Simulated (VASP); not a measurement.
Input of a VASP 6.6.1 run:

INCAR

```
SYSTEM = RbFe
PREC = Accurate ; ENCUT = 520
EDIFF = 1E-6 ; ISMEAR = 0
SIGMA = 0.1 ; LREAL = .False.
LASPH = .True. ; NELM = 150
ALGO = Fast ; ISIF = 2
LWAVE = .False. ; LCHARG = .False.
ISPIN = 2 ; MAGMOM = 0 0 3.48 3.48
LORBIT = 11 ; LMAXMIX = 4
GGA = PE ; NBANDS = 29
```

KPOINTS

```
Automatic mesh
0
Gamma
  4 6 4
  0 0 0
```

POSCAR

```
RbFe
1.0
    4.2766729117      0.0000000000      0.0000000000
    0.0000000000      4.2167422639      0.0000000000
    0.0000000000      0.0000000000      9.6064770332
Rb Fe
2 2
Direct
    0.7500000000      0.0000000000      0.7369604762
    0.2500000000      0.0000000000      0.2630395238
    0.7500000000      0.5000000000      0.0368378831
    0.2500000000      0.5000000000      0.9631621169
```

Potentials or basis: VASP PAW PBE potentials, release 64 (Rb_sv, Fe).

Launch:

```console
$ cat potpaw_PBE.64/Rb_sv/POTCAR potpaw_PBE.64/Fe/POTCAR > POTCAR
$ mpirun -np 1 vasp_std > vasp.out
```

(1) Estimate the net moment.

(2) What does it give for the pressure?

(3) Estimate the site moments.

(4) Estimate the largest force.

Results:

(1) 5.57 μB per cell.

(2) -0.1 GPa.

(3) Rb -0.01; Fe +2.80 μB.

(4) 0.028 eV/Å.

Caveat: the k points lie up to 0.37 Å⁻¹ apart.
